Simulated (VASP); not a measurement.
A run of VASP 6.6.1:

INCAR

```
SYSTEM = Li4NO
  PREC = Accurate
  ENCUT = 520
  EDIFF = 1E-7
  ISMEAR = 0
  SIGMA = 0.15
  LREAL = .False.
  LASPH = .True.
  NELM = 100
  ALGO = Normal
  ISIF = 2
  LWAVE = .False.
  LCHARG = .False.
  GGA = PE
  NBANDS = 20
```

File KPOINTS:

```
Automatic mesh
0
Gamma
  7 7 5
  0 0 0
```

File POSCAR:

```
Li4NO
1.0
    3.2567048793      0.0000000000      0.0000000000
    0.0000000000      3.2567048793      0.0000000000
    0.0000000000      0.0000000000      4.8528320365
Li N O
4 1 1
Direct
    0.0000000000      0.5000000000      0.2638480000
    0.5000000000      0.0000000000      0.7361520000
    0.0000000000      0.5000000000      0.7361520000
    0.5000000000      0.0000000000      0.2638480000
    0.0000000000      0.0000000000      0.0000000000
    0.5000000000      0.5000000000      0.5000000000
```

Potentials or basis: VASP PAW PBE potentials, release 64 (Li_sv, N, O).

Launch:

```console
$ cat potpaw_PBE.64/Li_sv/POTCAR potpaw_PBE.64/N/POTCAR potpaw_PBE.64/O/POTCAR > POTCAR
$ mpirun -np 1 vasp_std > vasp.out
```

Hardware: 1 thread of AMD EPYC 7R43 64-Core Processor (Zen 3), on a shared host.

Task: Estimate the wall time of this run.

Result: Wall time 28 s on 1 thread of AMD EPYC 7R43 64-Core Processor (Zen 3), with other jobs on the host, peak memory 0.13 GiB. Counts: scf iterations 15, k points 30.
